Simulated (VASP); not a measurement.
Set up this calculation in VASP 6.6.1, as the native input.

```
Task                   : single point
Functional             : PBE
Potentials or basis    : VASP PAW PBE potentials, release 64 (Si, C)
Cutoff                 : 520 eV
k mesh                 : 12 × 12 × 2
Occupations            : gaussian, width 0.05 eV
Spin                   : no spin polarisation
Dipole correction      : no
Further INCAR settings : ALGO = Normal; EDIFF = 1e-06; NBANDS = 36
```

The structure of SiC lies in POSCAR:

```
SiC
1.0
    3.0949375958      0.0000000000      0.0000000000
   -1.5474687979      2.6802945811      0.0000000000
    0.0000000000      0.0000000000     15.1863169775
Si C
6 6
Direct
    0.0000000000      0.0000000000      0.1250399589
    0.0000000000      0.0000000000      0.6250399589
    0.3333333333      0.6666666667      0.2918172939
    0.6666666667      0.3333333333      0.7918172939
    0.3333333333      0.6666666667      0.9583095749
    0.6666666667      0.3333333333      0.4583095749
    0.0000000000      0.0000000000      0.9996884429
    0.0000000000      0.0000000000      0.4996884429
    0.3333333333      0.6666666667      0.1668295365
    0.6666666667      0.3333333333      0.6668295365
    0.3333333333      0.6666666667      0.8333151928
    0.6666666667      0.3333333333      0.3333151928
```

These files were run (other wordings do the same):

INCAR

```
SYSTEM = SiC
ALGO = Normal
EDIFF = 1E-6
ENCUT = 520
GGA = PE
ISIF = 2
ISMEAR = 0
LASPH = .True.
LCHARG = .True.
LELF = .True.
LREAL = .False.
LVHAR = .True.
LWAVE = .False.
NBANDS = 36
NELM = 80
PREC = Accurate
SIGMA = 0.05
```

KPOINTS

```
k-points
0
Gamma
  12 12 2
  0 0 0
```

Potentials or basis: VASP PAW PBE potentials, release 64 (Si, C).

Launch:

```console
$ cat potpaw_PBE.64/Si/POTCAR potpaw_PBE.64/C/POTCAR > POTCAR
$ mpirun -np 1 vasp_std > vasp.out
```

It gave:

```yaml
Pressure: 0.0 GPa
Band_gap_on_the_k_mesh: 2.03 eV (least direct gap 3.12 eV)
```

Run time: 4.3 min on 1 thread of AMD EPYC 7R13, on a shared host, peak memory 0.28 GiB.
